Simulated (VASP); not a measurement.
# TiAl3 (P1) in VASP: single point with r2SCAN

Aim: the single point of TiAl3 with r2SCAN.

Everything below comes from runs of VASP 6.6.1. Logs are shortened: lines on timing, memory, paths and dates and some standing lists are left out, and cuts for length are marked.

### 1 The cell of the first run

The typed cell holds 4 atoms: a = 4.210 Å, b = 3.921 Å, c = 3.854 Å, α = 93.32°, β = 89.39°, γ = 85.95°.

### 2 Single point, r2SCAN (atoms moved at random and the cell strained at random)

POSCAR

```
TiAl3
1.0
    4.2078142436      0.1436848631      0.0233472798
    0.1436848631      3.9172101451     -0.1129722461
    0.0233472798     -0.1129722461      3.8520716213
Ti Al
1 3
Direct
    0.0302731455      0.0190374386     -0.0496186057
    0.5002178679      0.5375110746      0.0357112194
    0.4772007589     -0.0163754467      0.5442183843
   -0.0076917723      0.4598269335      0.4696890020
```

INCAR.step1

```
  PREC = Accurate
  ENCUT = 520
  ISMEAR = 0
  SIGMA = 0.15
  LREAL = False
  LASPH = True
  NELM = 60
  NBANDS = 18
  GGA = PE
  ALGO = Normal
  EDIFF = 1E-4
  LWAVE = True
  LCHARG = False
  KPAR = 4
```

INCAR.step2

```
  PREC = Accurate
  ENCUT = 520
  EDIFF = 1E-6
  ISMEAR = 0
  SIGMA = 0.15
  LREAL = False
  LASPH = True
  NELM = 60
  ALGO = Normal
  ISIF = 2
  LWAVE = False
  LCHARG = True
  METAGGA = R2SCAN
  LMIXTAU = True
  LVHAR = True
  NBANDS = 18
  ISTART = 1
  KPAR = 4
```

KPOINTS

```
regular mesh
0
Gamma
  12 12 12
```

Potentials or basis: VASP PAW PBE potentials, release 64 (Ti_sv, Al).

On the command line:

```sh
> cat potpaw_PBE.64/Ti_sv/POTCAR potpaw_PBE.64/Al/POTCAR > POTCAR
> cp INCAR.step1 INCAR
> mpirun -np 4 vasp_std > vasp.out
> cp INCAR.step2 INCAR
> mpirun -np 4 vasp_std > vasp.out
```

OUTCAR:

```text
PREC = Accurate
   ENCUT = 520
   EDIFF = 1E-6
   ISMEAR = 0
   LREAL = False
   LASPH = True
   NELM = 60
   ISIF = 2
   METAGGA = R2SCAN
   ISTART = 1

 ion  position               nearest neighbor table
   1  0.030  0.019  0.950-   3 2.43   4 2.56   4 2.60   2 2.67   4 2.80   3 2.83   2 2.91   2 2.94
                             3 2.98   2 3.05   4 3.06
   2  0.500  0.538  0.036-   3 2.55   3 2.65   1 2.67   4 2.69   4 2.75   3 2.81   1 2.91   1 2.94
                             4 2.98   3 3.01   1 3.05   4 3.09
   3  0.477  0.984  0.544-   1 2.43   2 2.55   2 2.65   4 2.70   2 2.81   1 2.83   4 2.88   1 2.98
                             4 2.98   4 3.00   2 3.01
   4  0.992  0.460  0.470-   1 2.56   1 2.60   2 2.69   3 2.70   2 2.75   1 2.80   3 2.88   2 2.98
                             3 2.98   3 3.00   1 3.06   2 3.09

  LATTYP: Found a triclinic cell.
 ALAT       =     6.9915219997
 B/A-ratio  =     0.6022052819
 C/A-ratio  =     0.5512102506
 COS(alpha) =     0.0105969710
 COS(beta)  =     0.5251407472
 COS(gamma) =     0.6476163786

  Lattice vectors:

 A1 = (  -4.3748463865,  -3.9479227621,  -3.7624466550)
 A2 = (  -4.2078142436,  -0.1436848631,  -0.0233472798)
 A3 = (  -0.0233472798,   0.1129722461,  -3.8520716213)

Analysis of symmetry for initial positions (statically):
=====================================================================
 Subroutine PRICEL returns:
 Original cell was already a primitive cell.

 Routine SETGRP: Setting up the symmetry group for a
 triclinic supercell.

 Subroutine GETGRP returns: Found  1 space group operations
 (whereof  1 operations were pure point group operations)
 out of a pool of  2 trial point group operations.

The static configuration has the point symmetry C_1 .

Analysis of symmetry for dynamics (positions and initial velocities):
=====================================================================
 Subroutine PRICEL returns:
 Original cell was already a primitive cell.

 Routine SETGRP: Setting up the symmetry group for a
 triclinic supercell.

 Subroutine GETGRP returns: Found  1 space group operations
 (whereof  1 operations were pure point group operations)
 out of a pool of  2 trial point group operations.

The dynamic configuration has the point symmetry C_1 .

 Subroutine INISYM returns: Found  1 space group operations
 (whereof  1 operations are pure point group operations),
 and found     1 'primitive' translations
[... 92 lines left out ...]
   ICHARG =      0    charge: 1-file 2-atom 10-const
   ISPIN  =      1    spin polarized calculation?
   LNONCOLLINEAR =      F non collinear calculations
   LSORBIT =      F    spin-orbit coupling
   LASPH  =      T    aspherical Exc in radial PAW
   ENCUT  =  520.0 eV  38.22 Ry    6.18 a.u.   7.83  7.29  7.17*2*pi/ulx,y,z
   NELM   =     60;   NELMIN=  2; NELMDL=  0     # of ELM steps
   EDIFF  = 0.1E-05   stopping-criterion for ELM
   LREAL  =      F    real-space projection
   EDIFFG = 0.1E-04   stopping-criterion for IOM
   NSW    =      0    number of steps for IOM
   IBRION =     -1    ionic relax: 0-MD 1-quasi-New 2-CG
   NFREE  =      0    steps in history (QN), initial steepest desc. (CG)
   ISIF   =      2    stress and relaxation
   ISYM   =      2    0-nonsym 1-usesym 2-fastsym
   POTIM  = 0.5000    time-step for ionic-motion
   TEBEG  =    0.0;   TEEND  =   0.0 temperature during run
   PSTRESS=    0.0 pullay stress
   NELECT =      21.0000    total number of electrons
   NUPDOWN=      -1.0000    fix difference up-down
   EMIN   =  10.00;   EMAX   =-10.00  energy-range for DOS
   EFERMI =   0.00;   METHOD = LEGACY
   ISMEAR =     0;   SIGMA  =   0.15  broadening in eV -4-tet -1-fermi 0-gaus
   EFERMI_NEDOS =   21; number of points for ismear=-14 and -15
   IALGO  =     38    algorithm
   IMIX   =      4    mixing-type and parameters
     AMIX     =   0.40;   BMIX     =  1.00
     AMIX_MAG =   1.60;   BMIX_MAG =  1.00
  volume/ion in A,a.u.               =      15.84       106.89
  Fermi-wavevector in a.u.,A,eV,Ry     =   1.132964  2.140991 17.464533  1.283607
  Thomas-Fermi vector in A             =   2.269666
   LORBIT       =      0    0 simple, 1 ext, 2 COOP (PROOUT), +10 PAW based schemes
   METAGGA = R2SCAN    functional components
   LHFCALC =     F    Hartree Fock is set to
   AEXX    =    0.0000 exact exchange contribution
   IVDW    =     0    specifies the selected vdW correction
   LEPSILON=     F    determine dielectric tensor
   LRPA    =     F    only Hartree local field effects (RPA)
 non-spin polarized calculation
 Gauss-broadening in eV      SIGMA  =   0.15
  energy-cutoff  :      520.00
  volume of cell :       63.36
 maximum number of plane-waves:      1725
   NGX = 15   NGY = 15   NGZ = 15

 number of electron      20.9999999 magnetization

 Free energy of the ion-electron system (eV)
  ---------------------------------------------------
  ext. energy  EPLUGINS =         0.00000000
  ---------------------------------------------------
  free energy    TOTEN  =       -33.70525836 eV

  energy without entropy =      -33.67968230  energy(sigma->0) =      -33.69247033

 E-fermi :   8.7300     XC(G=0): -11.4661

 val. band max:        8.7281309916   @ k =   0.1667  -0.0833   0.3333
 cond. band min:       8.7331105320   @ k =   0.3333  -0.0000   0.0833
 fundamental gap:      0.0049795404
 Fermi energy:         8.7299745460

 k-point     1 :       0.0000    0.0000    0.0000
  band No.  band energies     occupation
      1     -50.4450      2.00000
      2     -25.7912      2.00000
      3     -25.7075      2.00000
      4     -25.6760      2.00000
      5      -2.4420      2.00000
      6       5.1056      2.00000
[... 481 lines left out ...]
      5      -1.2718      2.00000
      6       1.9759      2.00000
[... 10 lines left out ...]
     17      13.4470      0.00000
     18      14.4119      0.00000

 [... further k-points ...]
[... 5 lines left out ...]
  --------------------------------------------------------------------------------------
  -------------------------------------------------------------------------------------
  Total       -0.3561767      1.3093730      4.0673449     -1.8949478      1.8654986     -1.6175008
  in kB       -9.0070042     33.1114551    102.8551129    -47.9194852     47.1747719    -40.9033988
  external PRESSURE =      42.3198546 kB  Pullay stress =       0.0000000 kB

 VOLUME and BASIS-vectors are now :
 -----------------------------------------------------------------------------
  energy-cutoff  :      520.00
  volume of cell :       63.36
      direct lattice vectors                 reciprocal lattice vectors
     4.207814244  0.143684863  0.023347280     0.237962236 -0.008777571 -0.001699707
     0.143684863  3.917210145 -0.112972246    -0.008777571  0.255823603  0.007555908
     0.023347280 -0.112972246  3.852071621    -0.001699707  0.007555908  0.259832472

 POSITION                                       TOTAL-FORCE (eV/Angst)
 -----------------------------------------------------------------------------------
      0.15231     -0.02844      3.65949        -1.866034     -0.917998      2.118397
      2.18289      2.17338      0.08852         0.369137     -1.320597     -1.073856
      2.16201      3.86015      1.99639         1.662970      0.680261     -1.542025
      4.25248      1.89076      1.78050        -0.166074      1.558333      0.497483
 -----------------------------------------------------------------------------------
    total drift:                                0.001533     -0.001491     -0.000620

  FREE ENERGIE OF THE ION-ELECTRON SYSTEM (eV)
  ---------------------------------------------------
  free  energy   TOTEN  =       -33.7052583587 eV

  energy  without entropy=      -33.6796822997  energy(sigma->0) =      -33.69247033
```

OSZICAR.step1:

```text
N       E                     dE             d eps       ncg     rms          rms(c)
DAV:   1     0.119851775812E+03    0.11985E+03   -0.86235E+03 31248   0.109E+03
DAV:   2    -0.106159538391E+02   -0.13047E+03   -0.12680E+03 31652   0.289E+02
DAV:   3    -0.210915409079E+02   -0.10476E+02   -0.10289E+02 54778   0.682E+01
DAV:   4    -0.214076543906E+02   -0.31611E+00   -0.31514E+00 38026   0.114E+01
DAV:   5    -0.214175839890E+02   -0.99296E-02   -0.99264E-02 46112   0.207E+00    0.110E+01
DAV:   6    -0.205942413369E+02    0.82334E+00   -0.24102E+01 44426   0.346E+01    0.821E+00
DAV:   7    -0.196228916189E+02    0.97135E+00   -0.11454E+01 39592   0.223E+01    0.346E+00
DAV:   8    -0.195627898707E+02    0.60102E-01   -0.12070E+00 40220   0.809E+00    0.146E+00
DAV:   9    -0.195280765123E+02    0.34713E-01   -0.27960E-01 39848   0.382E+00    0.246E-01
DAV:  10    -0.195288832705E+02   -0.80676E-03   -0.64198E-03 37364   0.545E-01    0.242E-01
DAV:  11    -0.195278922519E+02    0.99102E-03   -0.72736E-03 45386   0.550E-01    0.897E-02
DAV:  12    -0.195278964721E+02   -0.42202E-05   -0.34833E-04 28056   0.161E-01
   1 F= -.19527896E+02 E0= -.19513980E+02  d E =-.278323E-01
```

It took 18 min on 4 MPI ranks of Oxide Virtual Turin-like, shared host; peak memory 0.89 GiB.

Results:

```
Free energy            : -33.7053 eV
Pressure               : 4.2 GPa
Largest force          : 2.969 eV/Å
Band gap on the k mesh : zero (an odd number of electrons rules out a gap without spin polarisation)
```

Forces on the atoms (eV/Å):
```
Ti  -1.866 -0.918  2.118
Al   0.369 -1.321 -1.074
Al   1.663  0.680 -1.542
Al  -0.166  1.558  0.497
```

Stress tensor (GPa, compression positive):
```
-0.90 -4.79 -4.09
-4.79  3.31  4.72
-4.09  4.72 10.29
```

Levels at points of the mesh, in eV from the Fermi level:
```tsv
k point	band 7	band 8	band 9	band 10	band 11	band 12	band 13	band 14
(0.00, 0.00, 0.00)	-2.99	-2.61	-1.92	-1.33	0.10	0.21	0.37	0.82
(0.50, 0.00, 0.00)	-2.21	-1.88	-1.84	0.21	0.53	0.73	1.25	1.59
(0.00, 0.50, 0.00)	-2.81	-2.34	-1.79	-0.44	0.28	1.04	1.47	1.57
(0.50, 0.50, 0.00)	-6.02	-5.14	-1.15	-0.81	0.52	0.85	1.53	1.95
(0.00, 0.00, 0.50)	-2.75	-2.25	-2.00	0.15	0.30	0.57	0.94	1.63
(0.50, 0.00, 0.50)	-6.22	-5.07	-1.30	-1.04	0.59	0.94	1.50	1.63
(0.00, 0.50, 0.50)	-5.69	-5.10	-1.63	-1.40	0.20	0.75	1.22	1.73
(0.50, 0.50, 0.50)	-5.18	-4.65	-3.93	-3.64	-3.00	0.21	1.41	1.76
```

Caveat: the cell differs from its parent crystal (atoms moved at random and the cell strained at random); the stress differs along the axes, from -1 to 10 GPa; the PAW data sets were made with another functional, which shifts forces and pressure a little.
